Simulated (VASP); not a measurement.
Wanted: the native input for a VASP 6.6.1 run.

| Property | Result |
| --- | --- |
| Task | single point |
| Functional | LDA |
| Potentials or basis | VASP PAW LDA potentials, release 64 (Al, Ga_d, N) |
| Cutoff | 520 eV |
| k mesh | 8 × 8 × 6 |
| Occupations | gaussian, width 0.05 eV |
| Spin | no spin polarisation |
| Dipole correction | no |
| Further INCAR settings | ALGO = Normal; EDIFF = 1e-07; NBANDS = 21 |

The structure of AlGaN2 lies in POSCAR:

```
AlGaN2
1.0
    3.1408770487      0.0000000000      0.0000000000
    0.0000000000      3.1408770487      0.0000000000
    0.0000000000      0.0000000000      4.4238379400
Al Ga N
1 1 2
Direct
    0.5000000000      0.5000000000      0.5000000000
    0.0000000000      0.0000000000      0.0000000000
    0.5000000000      0.0000000000      0.7653905776
    0.0000000000      0.5000000000      0.2346094224
```

This cell differs from its parent crystal: mode 12 (682.2 1/cm) frozen in, largest displacement +0.120 Å.

The input as run:

INCAR

```
SYSTEM = AlGaN2
PREC = Accurate ; ENCUT = 520
EDIFF = 1E-7 ; ISMEAR = 0
SIGMA = 0.05 ; LREAL = .FALSE.
LASPH = .TRUE. ; NELM = 100
ALGO = Normal ; ISIF = 2
LWAVE = .FALSE. ; LCHARG = .FALSE.
NBANDS = 21
```

KPOINTS

```
regular mesh
0
G
  8 8 6
  0 0 0
```

Potentials or basis: VASP PAW LDA potentials, release 64 (Al, Ga_d, N).

Run with:

```console
$ cat potpaw_LDA.64/Al/POTCAR potpaw_LDA.64/Ga_d/POTCAR potpaw_LDA.64/N/POTCAR > POTCAR
$ mpirun -np 1 vasp_std > vasp.out
```

It gave:

```
Pressure               : -2.0 GPa
Largest force          : 2.759 eV/Å
Band gap on the k mesh : 2.80 eV, direct
```

Caveat: the cell differs from its parent crystal (mode 12 (682.2 1/cm) frozen in, largest displacement +0.120 Å); forces of over 1 eV/Å act on the atoms, so gaps and moduli don't describe the material at rest.

It took 16 s on 1 thread of Intel(R) Xeon(R) 6975P-C (Granite Rapids), with other jobs on the host, peak memory 0.17 GiB.
